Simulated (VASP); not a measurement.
Input of a VASP 6.6.1 run:

File INCAR:

```
SYSTEM = Pt
  PREC = Accurate
  ENCUT = 520
  EDIFF = 1E-7
  ISMEAR = 0
  SIGMA = 0.15
  LREAL = .False.
  LASPH = .True.
  NELM = 100
  ALGO = Fast
  ISIF = 2
  LWAVE = .False.
  LCHARG = .False.
  GGA = PS
  NBANDS = 17
```

Contents of KPOINTS:

```
regular mesh
0
Gamma
  18 18 10
  0 0 0
```

File POSCAR:

```
Pt
1.0
    2.9815188650      0.0000000000      0.0000000000
   -1.4907594325      2.5820710790      0.0000000000
    0.0000000000      0.0000000000      5.1755047200
Pt
2
Direct
    0.6666666667      0.3333333333      0.7500000000
    0.3333333333      0.6666666667      0.2500000000
```

Potentials or basis: VASP PAW PBE potentials, release 64 (Pt).

Launch:

```sh
$ cat potpaw_PBE.64/Pt/POTCAR > POTCAR
$ mpirun -np 1 vasp_std > vasp.out
```

Question: Estimate the band gap on the k mesh.

Answer: Zero (band 10 reaches 6.77 eV, above the bottom of band 11 at 5.93 eV).

Question: What does it give for the pressure?

Answer: -36.4 GPa.

Stress tensor (GPa, compression positive):
```
-37.72   0.00   0.00
  0.00 -37.72   0.00
  0.00   0.00 -33.68
```

Caveat: the cell differs from its parent crystal (strain +0.080 along x and y, +0.080 along z); the PAW data sets were made with another functional, which shifts forces and pressure a little; spin-orbit coupling is left out, which moves the levels of the heavy elements.
